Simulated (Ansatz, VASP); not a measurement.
**Two plane-wave programs on Ir**

The input INCAR:

```
SYSTEM = Ir
ALGO = Normal
EDIFF = 1E-7
ENCUT = 520
GGA = PS
ISIF = 2
ISMEAR = -1
LASPH = .TRUE.
LCHARG = .FALSE.
LREAL = .FALSE.
LWAVE = .FALSE.
NBANDS = 16
NELM = 100
PREC = Accurate
SIGMA = 0.1
```

The input KPOINTS:

```
k-points
0
G
  14 14 8
  0 0 0
```

POSCAR

```
Ir
1.0
    2.7513780000      0.0000000000      0.0000000000
   -1.3756890000      2.3827630000      0.0000000000
    0.0000000000      0.0000000000      4.4622900000
Ir
2
Direct
    0.6666666667      0.3333333333      0.7500000000
    0.3333333333      0.6666666667      0.2500000000
```

Input for Ansatz:

```yaml
crystal:
  lattice:
    - [2.751378, 0.0, 0.0]
    - [-1.375689, 2.382763, 0.0]
    - [0.0, 0.0, 4.46229]
  atoms:
    - { symbol: Ir, position: [0.6666666666666666, 0.3333333333333333, 0.75] }
    - { symbol: Ir, position: [0.3333333333333333, 0.6666666666666666, 0.25] }
kpoints:
  mp_grid:
    grid: [14, 14, 8]
hamiltonian:
  xc: pbesol
  pseudopotentials:
    kind: paw
scf:
  occupations:
    method: fermi_dirac
    width: 0.1
output:
  forces: true
  stress: true
  eigenvalues: true
```

Alike in both runs: task single point; functional PBEsol; k mesh 14 × 14 × 8; occupations fermi-dirac, width 0.1 eV; no spin polarisation.

|  | VASP | Ansatz |
| --- | --- | --- |
| version | VASP 6.6.1 | Ansatz 0.2.0 |
| potentials or method | VASP PAW PBE potentials, release 64 (Ir) | plane waves, PAW |
| plane-wave cutoff (eV) | 520 | 420 |
| valence electrons in the cell | 18 | 34 |

|  | VASP | Ansatz | Ansatz less VASP |
| --- | --- | --- | --- |
| gap on the k mesh at the Fermi level (eV) | none | none | - |
| pressure (GPa) | -11.4 | -12.2 | -0.74 |
| traceless stress, the component that is largest in VASP (GPa) | -0.44 | -0.48 | -0.032 |

VASP's potentials were made for PBE, not for PBEsol. A gap of «none» marks a metal or a gap that the smearing closes. The functional is the same, so the differences come from potentials, cutoffs and numerics. VASP's potentials hold 18 valence electrons a cell and Ansatz's 34, so a difference there can come from the potentials and not from the codes.

Spin-orbit coupling is off throughout.
